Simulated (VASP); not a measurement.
Here is a VASP 6.6.1 calculation.

Contents of POSCAR:

```
MgS
1.0
    0.0000000000      2.8874943781      2.8874943781
    2.8874943781      0.0000000000      2.8874943781
    2.8874943781      2.8874943781      0.0000000000
Mg S
1 1
Direct
    0.0000000000      0.0000000000      0.0000000000
    0.2500000000      0.2500000000      0.2500000000
```

The input INCAR.step1:

```
PREC     = Accurate       # precision mode
ENCUT    = 520            # plane-wave cutoff, eV
EDIFF    = 1E-5           # SCF threshold, eV
ISMEAR   = 0              # smearing method
SIGMA    = 0.01           # smearing width, eV
LREAL    = F              # projectors in reciprocal space
LASPH    = T              # aspherical terms in the spheres
NELM     = 100            # most SCF steps
ALGO     = Normal         # electronic algorithm
ISIF     = 2              # what is computed and relaxed
LWAVE    = T              # write WAVECAR
LCHARG   = F              # write CHGCAR
NBANDS   = 11             # bands
GGA      = PE             # functional
```

The input INCAR.step2:

```
PREC     = Accurate       # precision mode
ENCUT    = 520            # plane-wave cutoff, eV
EDIFF    = 1E-6           # SCF threshold, eV
ISMEAR   = 0              # smearing method
SIGMA    = 0.01           # smearing width, eV
LREAL    = F              # projectors in reciprocal space
LASPH    = T              # aspherical terms in the spheres
NELM     = 100            # most SCF steps
ALGO     = Normal         # electronic algorithm
ISIF     = 2              # what is computed and relaxed
LWAVE    = F              # write WAVECAR
LCHARG   = F              # write CHGCAR
GGA      = PE             # functional
LHFCALC  = T              # exact exchange
HFSCREEN = 0.2079         # screening, 1/A
PRECFOCK = Normal       
NBANDS   = 11             # bands
ISTART   = 1
```

Contents of KPOINTS:

```
Automatic mesh
0
Gamma
  6 6 6
```

Potentials or basis: VASP PAW PBE potentials, release 64 (Mg, S).

Command:

```sh
$ cat potpaw_PBE.64/Mg/POTCAR potpaw_PBE.64/S/POTCAR > POTCAR
$ cp INCAR.step1 INCAR
$ mpirun -np 1 vasp_std > vasp.out
$ cp INCAR.step2 INCAR
$ mpirun -np 1 vasp_std > vasp.out
```

**Question.** What does it give for the band gap on the k mesh?

**Answer.** 4.20 eV.

**Question.** What does it give for the pressure?

**Answer.** -3.3 GPa.

Caveat: the cell differs from its parent crystal (strain +2.0%); the cell stands under tension; the structure was generated, so it needn't be the stable form of MgS; the PAW data sets were made with another functional, which shifts forces and pressure a little.
